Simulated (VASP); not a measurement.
Input of a VASP 6.6.1 run:

File INCAR:

```
SYSTEM = SnTe
ALGO     = Normal         ! electronic algorithm
EDIFF    = 1E-7           ! SCF threshold, eV
EDIFFG   = -0.005         ! ionic threshold
ENCUT    = 500            ! plane-wave cutoff, eV
GGA      = CA             ! functional
GGA_COMPAT= .FALSE.      
IBRION   = 2              ! ionic algorithm
ISIF     = 3              ! what is computed and relaxed
ISMEAR   = -1             ! smearing method
LASPH    = .TRUE.         ! aspherical terms in the spheres
LCHARG   = .FALSE.        ! write CHGCAR
LREAL    = .FALSE.        ! projectors in reciprocal space
LWAVE    = .FALSE.        ! write WAVECAR
NELM     = 120            ! most SCF steps
NELMIN   = 4            
NSW      = 80             ! ionic steps
PREC     = Accurate       ! precision mode
SIGMA    = 0.02           ! smearing width, eV
```

File KPOINTS:

```
k-points
0
G
  6 6 6
  0 0 0
```

POSCAR

```
SnTe
1.0
    0.0000000000      3.6092621520      3.6092621520
    3.6092621520      0.0000000000      3.6092621520
    3.6092621520      3.6092621520      0.0000000000
Sn Te
1 1
Direct
    0.0000000000      0.0000000000      0.0000000000
    0.2500000000      0.2500000000      0.2500000000
```

Potentials or basis: VASP PAW LDA potentials, release 64 (Sn_d, Te).

The run is started by

```bash
$ cat potpaw_LDA.64/Sn_d/POTCAR potpaw_LDA.64/Te/POTCAR > POTCAR
$ mpirun -np 1 vasp_std > vasp.out
```

(1) Predict the relaxed volume.

(2) Predict the band gap on the k mesh.

## Answers

(1) 43.04 Å³/atom.

(2) zero (band 10 reaches 3.62 eV, above the bottom of band 11 at 3.59 eV).

Caveat: spin-orbit coupling is left out, which moves the levels of the heavy elements.
